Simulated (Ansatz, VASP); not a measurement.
Cd: VASP beside Ansatz

Contents of INCAR:

```
SYSTEM = Cd
  ALGO = Fast
  EDIFF = 1E-6
  ENCUT = 520
  GGA = PE
  ISIF = 2
  ISMEAR = 0
  LASPH = .True.
  LCHARG = .True.
  LELF = .True.
  LREAL = .False.
  LVHAR = .True.
  LWAVE = .False.
  NBANDS = 12
  NELM = 80
  PREC = Accurate
  SIGMA = 0.15
```

The input KPOINTS:

```
k-points
0
Gamma
  18 18 18
  0 0 0
```

POSCAR

```
Cd
1.0
   -0.0110907487      2.2181497500      2.2181497500
    2.2070590012      0.0000000000      2.2070590012
    2.2181497500      2.2181497500     -0.0110907487
Cd
1
Direct
    0.0000000000      0.0000000000      0.0000000000
```

Input for Ansatz:

```yaml
crystal:
  lattice:
    - [-0.0110907487, 2.21814975, 2.21814975]
    - [2.2070590012, 0.0, 2.2070590012]
    - [2.21814975, 2.21814975, -0.0110907487]
  atoms:
    - { symbol: Cd, position: [0.0, 0.0, 0.0] }
basis:
  ecutwfc: 420
kpoints:
  mp_grid: { grid: [18, 18, 18] }
hamiltonian:
  xc: pbe
scf:
  occupations: { method: gaussian, width: 0.15 }
output:
  forces: true
  stress: true
  eigenvalues: true
```

Change from the starting cell: strain -0.0100 x Voigt [0, 0, 0, 0, 1, 0], atoms carried along.

Alike in both runs: task single point; functional PBE; k mesh 18 × 18 × 18; occupations gaussian, width 0.15 eV; no spin polarisation.

|  | VASP | Ansatz |
| --- | --- | --- |
| version | VASP 6.6.1 | Ansatz 0.2.0 |
| potentials or method | VASP PAW PBE potentials, release 64 (Cd), cutoff 520 eV | scalar-relativistic, plane waves, PAW |
| valence electrons in the cell | 12 | 20 |

```tsv
	VASP	Ansatz	Ansatz less VASP
gap on the k mesh at the Fermi level (eV)	none	none	-
pressure (GPa)	2.5	2.2	-0.36
```

A gap of «none» marks a metal or a gap that the smearing closes. VASP's potentials hold 12 valence electrons a cell and Ansatz's 20, so a difference there can come from the potentials and not from the codes.
